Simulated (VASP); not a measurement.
# KTaO3 (Pm-3m) in VASP: notebook

KTaO3 is run at these levels: LDA; tasks: electric field gradients.

All numbers are computed with VASP 6.6.1; they aren't measurements. Logs are shortened: lines on timing, memory, paths and dates and some standing lists are left out, and cuts for length are marked.

### Step 1. The cell of the first run

The structure is cubic, space group Pm-3m (No. 221). The conventional cell has a = 3.975 Å, b = 3.975 Å, c = 3.975 Å, α = 90.00°, β = 90.00°, γ = 90.00°. Within 3.7 Å of K (site symmetry m-3m) lie 12 O at 2.81 Å and 8 Ta at 3.44 Å. Ta (site symmetry m-3m) has 6 O at 1.99 Å within 2.6 Å. Within 2.6 Å of O (site symmetry 4/mmm) lie 2 Ta at 1.99 Å.

### Step 2. Electric field gradients, LDA (volume scaled by 0.99)

INCAR

```
ALGO = Normal ; EDIFF = 1E-8
ENCUT = 520 ; ISIF = 2
ISMEAR = -1 ; LASPH = T
LCHARG = F ; LEFG = T
LREAL = F ; LWAVE = F
NBANDS = 27 ; NELM = 100
PREC = Accurate ; SIGMA = 0.01
```

KPOINTS

```
k-points
0
Gamma
  5 5 5
```

POSCAR

```
KTaO3
1.0
    3.9749611044      0.0000000000      0.0000000000
    0.0000000000      3.9749611044      0.0000000000
    0.0000000000      0.0000000000      3.9749611044
K Ta O
1 1 3
Direct
    0.5000000000      0.5000000000      0.5000000000
    0.0000000000      0.0000000000      0.0000000000
    0.5000000000      0.0000000000      0.0000000000
    0.0000000000      0.5000000000      0.0000000000
    0.0000000000      0.0000000000      0.5000000000
```

Potentials or basis: VASP PAW LDA potentials, release 64 (K_sv, Ta_pv, O).

Launch:

```sh
cat potpaw_LDA.64/K_sv/POTCAR potpaw_LDA.64/Ta_pv/POTCAR potpaw_LDA.64/O/POTCAR > POTCAR
mpirun -np 1 vasp_std > vasp.out
```

OUTCAR:

```text
EDIFF = 1E-8
   ENCUT = 520
   ISIF = 2
   ISMEAR = -1
   LASPH = T
   LREAL = F
   NELM = 100
   PREC = Accurate

 ion  position               nearest neighbor table
   1  0.500  0.500  0.500-   3 2.81   4 2.81   5 2.81   3 2.81   4 2.81   3 2.81   5 2.81   3 2.81
                             4 2.81   5 2.81   4 2.81   5 2.81   2 3.44   2 3.44   2 3.44   2 3.44
   2  0.000  0.000  0.000-   3 1.99   4 1.99   5 1.99   5 1.99   4 1.99   3 1.99   1 3.44   1 3.44
                             1 3.44   1 3.44   1 3.44   1 3.44   1 3.44   1 3.44
   3  0.500  0.000  0.000-   2 1.99   2 1.99   1 2.81   1 2.81   1 2.81   1 2.81
   4  0.000  0.500  0.000-   2 1.99   2 1.99   1 2.81   1 2.81   1 2.81   1 2.81
   5  0.000  0.000  0.500-   2 1.99   2 1.99   1 2.81   1 2.81   1 2.81   1 2.81

  LATTYP: Found a simple cubic cell.
 ALAT       =     3.9749611044

  Lattice vectors:

 A1 = (   3.9749611044,   0.0000000000,   0.0000000000)
 A2 = (   0.0000000000,   3.9749611044,   0.0000000000)
 A3 = (   0.0000000000,   0.0000000000,   3.9749611044)

Analysis of symmetry for initial positions (statically):
=====================================================================
 Subroutine PRICEL returns:
 Original cell was already a primitive cell.

 Routine SETGRP: Setting up the symmetry group for a
 simple cubic supercell.

 Subroutine GETGRP returns: Found 48 space group operations
 (whereof 48 operations were pure point group operations)
 out of a pool of 48 trial point group operations.

The static configuration has the point symmetry O_h .

Analysis of symmetry for dynamics (positions and initial velocities):
=====================================================================
 Subroutine PRICEL returns:
 Original cell was already a primitive cell.

 Routine SETGRP: Setting up the symmetry group for a
 simple cubic supercell.

 Subroutine GETGRP returns: Found 48 space group operations
 (whereof 48 operations were pure point group operations)
 out of a pool of 48 trial point group operations.

The dynamic configuration has the point symmetry O_h .

 Subroutine INISYM returns: Found 48 space group operations
 (whereof 48 operations are pure point group operations),
 and found     1 'primitive' translations

----------------------------------------------------------------------------------------

                                     Primitive cell

  volume of cell :      62.8056

  direct lattice vectors                    reciprocal lattice vectors
     3.974961104  0.000000000  0.000000000     0.251574789  0.000000000  0.000000000
     0.000000000  3.974961104  0.000000000     0.000000000  0.251574789  0.000000000
     0.000000000  0.000000000  3.974961104     0.000000000  0.000000000  0.251574789

  length of vectors
     3.974961104  3.974961104  3.974961104     0.251574789  0.251574789  0.251574789

  position of ions in fractional coordinates (direct lattice)
     0.500000000  0.500000000  0.500000000
     0.000000000  0.000000000  0.000000000
     0.500000000  0.000000000  0.000000000
     0.000000000  0.500000000  0.000000000
     0.000000000  0.000000000  0.500000000

  ion indices of the primitive-cell ions
   primitive index   ion index
                 1           1
                 2           2
                 3           3
                 4           4
                 5           5

----------------------------------------------------------------------------------------

 KPOINTS: k-points

Automatic generation of k-mesh.
 Grid dimensions read from file:
 generate k-points for:    5    5    5

 Generating k-lattice:

  Cartesian coordinates                     Fractional coordinates (reciprocal lattice)
     0.050314958  0.000000000  0.000000000     0.200000000  0.000000000  0.000000000
     0.000000000  0.050314958  0.000000000     0.000000000  0.200000000  0.000000000
     0.000000000  0.000000000  0.050314958     0.000000000  0.000000000  0.200000000

[... 33 lines left out ...]
   ISTART =      0    job   : 0-new  1-cont  2-samecut
   ICHARG =      2    charge: 1-file 2-atom 10-const
   ISPIN  =      1    spin polarized calculation?
   LNONCOLLINEAR =      F non collinear calculations
   LSORBIT =      F    spin-orbit coupling
   LASPH  =      T    aspherical Exc in radial PAW
   ENCUT  =  520.0 eV  38.22 Ry    6.18 a.u.   7.39  7.39  7.39*2*pi/ulx,y,z
   NELM   =    100;   NELMIN=  2; NELMDL= -5     # of ELM steps
   EDIFF  = 0.1E-07   stopping-criterion for ELM
   LREAL  =      F    real-space projection
   EDIFFG = 0.1E-06   stopping-criterion for IOM
   NSW    =      0    number of steps for IOM
   IBRION =     -1    ionic relax: 0-MD 1-quasi-New 2-CG
   NFREE  =      0    steps in history (QN), initial steepest desc. (CG)
   ISIF   =      2    stress and relaxation
   ISYM   =      2    0-nonsym 1-usesym 2-fastsym
   POTIM  = 0.5000    time-step for ionic-motion
   TEBEG  =    0.0;   TEEND  =   0.0 temperature during run
   PSTRESS=    0.0 pullay stress
   NELECT =      38.0000    total number of electrons
   NUPDOWN=      -1.0000    fix difference up-down
   EMIN   =  10.00;   EMAX   =-10.00  energy-range for DOS
   EFERMI =   0.00;   METHOD = LEGACY
   ISMEAR =    -1;   SIGMA  =   0.01  broadening in eV -4-tet -1-fermi 0-gaus
   EFERMI_NEDOS =   21; number of points for ismear=-14 and -15
   IALGO  =     38    algorithm
   IMIX   =      4    mixing-type and parameters
     AMIX     =   0.40;   BMIX     =  1.00
     AMIX_MAG =   1.60;   BMIX_MAG =  1.00
  volume/ion in A,a.u.               =      12.56        84.77
  Fermi-wavevector in a.u.,A,eV,Ry     =   1.384639  2.616588 26.085422  1.917224
  Thomas-Fermi vector in A             =   2.509124
   LORBIT       =      0    0 simple, 1 ext, 2 COOP (PROOUT), +10 PAW based schemes
   GGA     = CA    functional components
   LHFCALC =     F    Hartree Fock is set to
   AEXX    =    0.0000 exact exchange contribution
   IVDW    =     0    specifies the selected vdW correction
   LEPSILON=     F    determine dielectric tensor
   LRPA    =     F    only Hartree local field effects (RPA)
 non-spin polarized calculation
  energy-cutoff  :      520.00
  volume of cell :       62.81
 maximum number of plane-waves:      1743
 NGX is ok and might be reduce to    30
   NGX = 15   NGY = 15   NGZ = 15

 number of electron      37.9999976 magnetization

 Free energy of the ion-electron system (eV)
  ---------------------------------------------------
  ext. energy  EPLUGINS =         0.00000000
  ---------------------------------------------------
  free energy    TOTEN  =       -45.04922489 eV

  energy without entropy =      -45.04922489  energy(sigma->0) =      -45.04922489

 E-fermi :   1.7106     XC(G=0): -11.4810

 val. band max:        1.4791712948   @ k =   0.4000   0.4000   0.4000
 cond. band min:       3.6317853369   @ k =   0.0000   0.0000   0.0000
 fundamental gap:      2.1526140421
 Fermi energy:         1.7106463627

 k-point     1 :       0.0000    0.0000    0.0000
  band No.  band energies     occupation
      1     -32.2800      2.00000
      2     -32.2800      2.00000
      3     -32.2800      2.00000
      4     -25.2724      2.00000
      5     -15.6999      2.00000
      6     -14.9581      2.00000
[... 289 lines left out ...]
     26      12.6242      0.00000
     27      13.2776      0.00000

------------------------ aborting loop because EDIFF is reached ----------------------------------------

  FORCE on cell =-STRESS in cart. coord.  units (eV):
  Direction    XX          YY          ZZ          XY          YZ          ZX
  --------------------------------------------------------------------------------------
  -------------------------------------------------------------------------------------
  Total       -0.9392240     -0.9392240     -0.9392240     -0.0000000     -0.0000000      0.0000000
  in kB      -23.9596866    -23.9596866    -23.9596866     -0.0000000     -0.0000000      0.0000000
  external PRESSURE =     -23.9596866 kB  Pullay stress =       0.0000000 kB

 VOLUME and BASIS-vectors are now :
 -----------------------------------------------------------------------------
  energy-cutoff  :      520.00
  volume of cell :       62.81
      direct lattice vectors                 reciprocal lattice vectors
     3.974961104  0.000000000  0.000000000     0.251574789  0.000000000  0.000000000
     0.000000000  3.974961104  0.000000000     0.000000000  0.251574789  0.000000000
     0.000000000  0.000000000  3.974961104     0.000000000  0.000000000  0.251574789

 POSITION                                       TOTAL-FORCE (eV/Angst)
 -----------------------------------------------------------------------------------
      1.98748      1.98748      1.98748         0.000000      0.000000      0.000000
      0.00000      0.00000      0.00000         0.000000      0.000000      0.000000
      1.98748      0.00000      0.00000         0.000000      0.000000      0.000000
      0.00000      1.98748      0.00000         0.000000      0.000000      0.000000
      0.00000      0.00000      1.98748         0.000000      0.000000      0.000000
 -----------------------------------------------------------------------------------
    total drift:                                0.000000     -0.000000      0.000000

  FREE ENERGIE OF THE ION-ELECTRON SYSTEM (eV)
  ---------------------------------------------------
  free  energy   TOTEN  =       -45.0492248891 eV

  energy  without entropy=      -45.0492248891  energy(sigma->0) =      -45.04922489

 Electric field gradients (V/A^2)
---------------------------------------------------------------------
 ion       V_xx      V_yy      V_zz      V_xy      V_xz      V_yz
---------------------------------------------------------------------
   1      -0.000    -0.000     0.000    -0.000    -0.000     0.000
   2      -0.000     0.000    -0.000     0.000     0.000    -0.000
   3      13.190    -6.595    -6.595     0.000     0.000    -0.000
   4      -6.595    13.190    -6.595     0.000     0.000     0.000
   5      -6.595    -6.595    13.190    -0.000     0.000     0.000
---------------------------------------------------------------------

 Electric field gradients after diagonalization (V/A^2)
 (convention: |V_zz| > |V_xx| > |V_yy|)
----------------------------------------------------------------------
 ion       V_xx      V_yy      V_zz     asymmetry (V_yy - V_xx)/ V_zz
----------------------------------------------------------------------
   1      -0.000    -0.000     0.000       0.369
   2      -0.000    -0.000     0.000       0.172
   3      -6.595    -6.595    13.190       0.000
   4      -6.595    -6.595    13.190       0.000
   5      -6.595    -6.595    13.190       0.000
----------------------------------------------------------------------

           NMR quadrupolar parameters

 Cq : quadrupolar parameter    Cq=e*Q*V_zz/h
 eta: asymmetry parameters     (V_yy - V_xx)/ V_zz
 Q  : nuclear electric quadrupole moment in mb (millibarn)
----------------------------------------------------------------------
 ion       Cq(MHz)       eta       Q (mb)
----------------------------------------------------------------------
   1       0.000       0.369       1.000
   2       0.000       0.172       1.000
   3       0.032       0.000       1.000
   4       0.032       0.000       1.000
   5       0.032       0.000       1.000
----------------------------------------------------------------------
```

It took 14 s on 1 thread of Intel Xeon Platinum 8488C (Sapphire Rapids), shared host; peak memory 0.15 GiB.

What came out:

```
Free energy            : -45.0492 eV
Pressure               : -2.4 GPa
Band gap on the k mesh : 2.15 eV, indirect (least direct gap 2.66 eV)
```

Electric field gradients, principal values (V/Å²):
| atom | least | middle | greatest (by size) |
| --- | --- | --- | --- |
| 1 K | 0.000 | 0.000 | 0.000 |
| 2 Ta | 0.000 | 0.000 | 0.000 |
| 3 O | -6.595 | -6.595 | 13.190 |
| 4 O | -6.595 | -6.595 | 13.190 |
| 5 O | -6.595 | -6.595 | 13.190 |

Caveat: without QUAD_EFG the Cq values of the log hold for a quadrupole moment of 1 mb, not for the nuclei; spin-orbit coupling is left out, which moves the levels of the heavy elements.

### Step 3. Electric field gradients, LDA (volume scaled by 0.99)

INCAR

```
ALGO     = Normal         # electronic algorithm
EDIFF    = 1E-8           # SCF threshold, eV
ENCUT    = 520            # plane-wave cutoff, eV
GGA      = CA             # functional
ISIF     = 2              # what is computed and relaxed
ISMEAR   = -1             # smearing method
LASPH    = T              # aspherical terms in the spheres
LCHARG   = F              # write CHGCAR
LEFG     = T            
LREAL    = F              # projectors in reciprocal space
LWAVE    = F              # write WAVECAR
NBANDS   = 27             # bands
NELM     = 80             # most SCF steps
PREC     = Accurate       # precision mode
SIGMA    = 0.01           # smearing width, eV
```

KPOINTS is that of step 2.

POSCAR is that of step 2.

Potentials or basis: VASP PAW LDA potentials, release 64 (K_sv, Ta_pv, O).

Launch:

```sh
cat potpaw_LDA.64/K_sv/POTCAR potpaw_LDA.64/Ta_pv/POTCAR potpaw_LDA.64/O/POTCAR > POTCAR
mpirun -np 1 vasp_std > vasp.out
```

OUTCAR:

```text
EDIFF = 1E-8
   ENCUT = 520
   GGA = CA
   ISIF = 2
   ISMEAR = -1
   LASPH = T
   LREAL = F
   NELM = 80
   PREC = Accurate

 ion  position               nearest neighbor table
   1  0.500  0.500  0.500-   3 2.81   4 2.81   5 2.81   3 2.81   4 2.81   3 2.81   5 2.81   3 2.81
                             4 2.81   5 2.81   4 2.81   5 2.81   2 3.44   2 3.44   2 3.44   2 3.44
   2  0.000  0.000  0.000-   3 1.99   4 1.99   5 1.99   5 1.99   4 1.99   3 1.99   1 3.44   1 3.44
                             1 3.44   1 3.44   1 3.44   1 3.44   1 3.44   1 3.44
   3  0.500  0.000  0.000-   2 1.99   2 1.99   1 2.81   1 2.81   1 2.81   1 2.81
   4  0.000  0.500  0.000-   2 1.99   2 1.99   1 2.81   1 2.81   1 2.81   1 2.81
   5  0.000  0.000  0.500-   2 1.99   2 1.99   1 2.81   1 2.81   1 2.81   1 2.81

  LATTYP: Found a simple cubic cell.
 ALAT       =     3.9749611044

  Lattice vectors:

 A1 = (   3.9749611044,   0.0000000000,   0.0000000000)
 A2 = (   0.0000000000,   3.9749611044,   0.0000000000)
 A3 = (   0.0000000000,   0.0000000000,   3.9749611044)

Analysis of symmetry for initial positions (statically):
=====================================================================
 Subroutine PRICEL returns:
 Original cell was already a primitive cell.

 Routine SETGRP: Setting up the symmetry group for a
 simple cubic supercell.

 Subroutine GETGRP returns: Found 48 space group operations
 (whereof 48 operations were pure point group operations)
 out of a pool of 48 trial point group operations.

The static configuration has the point symmetry O_h .

Analysis of symmetry for dynamics (positions and initial velocities):
=====================================================================
 Subroutine PRICEL returns:
[... 460 lines left out ...]
  -------------------------------------------------------------------------------------
  Total       -0.9392240     -0.9392240     -0.9392240     -0.0000000     -0.0000000      0.0000000
  in kB      -23.9596866    -23.9596866    -23.9596866     -0.0000000     -0.0000000      0.0000000
  external PRESSURE =     -23.9596866 kB  Pullay stress =       0.0000000 kB

 VOLUME and BASIS-vectors are now :
 -----------------------------------------------------------------------------
  energy-cutoff  :      520.00
  volume of cell :       62.81
      direct lattice vectors                 reciprocal lattice vectors
     3.974961104  0.000000000  0.000000000     0.251574789  0.000000000  0.000000000
     0.000000000  3.974961104  0.000000000     0.000000000  0.251574789  0.000000000
     0.000000000  0.000000000  3.974961104     0.000000000  0.000000000  0.251574789

 POSITION                                       TOTAL-FORCE (eV/Angst)
 -----------------------------------------------------------------------------------
      1.98748      1.98748      1.98748         0.000000      0.000000      0.000000
      0.00000      0.00000      0.00000         0.000000      0.000000      0.000000
      1.98748      0.00000      0.00000         0.000000      0.000000      0.000000
      0.00000      1.98748      0.00000         0.000000      0.000000      0.000000
      0.00000      0.00000      1.98748         0.000000      0.000000      0.000000
 -----------------------------------------------------------------------------------
    total drift:                                0.000000     -0.000000      0.000000

  FREE ENERGIE OF THE ION-ELECTRON SYSTEM (eV)
  ---------------------------------------------------
  free  energy   TOTEN  =       -45.0492248891 eV

  energy  without entropy=      -45.0492248891  energy(sigma->0) =      -45.04922489

 Electric field gradients (V/A^2)
---------------------------------------------------------------------
 ion       V_xx      V_yy      V_zz      V_xy      V_xz      V_yz
---------------------------------------------------------------------
   1      -0.000    -0.000     0.000    -0.000    -0.000     0.000
   2      -0.000     0.000    -0.000     0.000     0.000    -0.000
   3      13.190    -6.595    -6.595     0.000     0.000    -0.000
   4      -6.595    13.190    -6.595     0.000     0.000     0.000
   5      -6.595    -6.595    13.190    -0.000     0.000     0.000
---------------------------------------------------------------------

 Electric field gradients after diagonalization (V/A^2)
 (convention: |V_zz| > |V_xx| > |V_yy|)
----------------------------------------------------------------------
 ion       V_xx      V_yy      V_zz     asymmetry (V_yy - V_xx)/ V_zz
----------------------------------------------------------------------
   1      -0.000    -0.000     0.000       0.369
   2      -0.000    -0.000     0.000       0.172
   3      -6.595    -6.595    13.190       0.000
   4      -6.595    -6.595    13.190       0.000
   5      -6.595    -6.595    13.190       0.000
----------------------------------------------------------------------

           NMR quadrupolar parameters

 Cq : quadrupolar parameter    Cq=e*Q*V_zz/h
 eta: asymmetry parameters     (V_yy - V_xx)/ V_zz
 Q  : nuclear electric quadrupole moment in mb (millibarn)
----------------------------------------------------------------------
 ion       Cq(MHz)       eta       Q (mb)
----------------------------------------------------------------------
   1       0.000       0.369       1.000
   2       0.000       0.172       1.000
   3       0.032       0.000       1.000
   4       0.032       0.000       1.000
   5       0.032       0.000       1.000
----------------------------------------------------------------------
```

stdout:

```text
POSCAR found type information on POSCAR K TaO
 POSCAR found :  3 types and       5 ions
 scaLAPACK will be used
 LDA part: xc-table for (Slater(with rela. corr.)+CA(PZ))
 , standard interpolation
 POSCAR, INCAR and KPOINTS ok, starting setup
 FFT: planning ... GRIDC
 FFT: planning ... GRID_SOFT
 FFT: planning ... GRID
 WAVECAR not read
 entering main loop
ion   1

ion   2

ion   3

ion   4

ion   5
```

Wall time 17 s (1 thread of Intel Xeon Platinum 8488C (Sapphire Rapids), shared host); peak memory 0.15 GiB.

What came out:

| Property | Result |
| --- | --- |
| Free energy | -45.0492 eV |
| Pressure | -2.4 GPa |
| Band gap on the k mesh | 2.15 eV, indirect (least direct gap 2.66 eV) |

Levels at points of the mesh, in eV from the valence-band top:
| k point | band 15 | band 16 | band 17 | band 18 | band 19 | band 20 | band 21 | band 22 | band 23 | band 24 |
| --- | --- | --- | --- | --- | --- | --- | --- | --- | --- | --- |
| (0.00, 0.00, 0.00) | -0.98 | -0.98 | -0.50 | -0.50 | -0.50 | 2.15 | 2.15 | 2.15 | 6.57 | 6.99 |

Electric field gradients, principal values (V/Å²):
```
atom   least  middle  greatest (by size)
 1 K   0.000   0.000               0.000
2 Ta   0.000   0.000               0.000
 3 O  -6.595  -6.595              13.190
 4 O  -6.595  -6.595              13.190
 5 O  -6.595  -6.595              13.190
```

Caveat: without QUAD_EFG the Cq values of the log hold for a quadrupole moment of 1 mb, not for the nuclei; spin-orbit coupling is left out, which moves the levels of the heavy elements. A k mesh can miss the band edges.

[end of part 1 of 2]
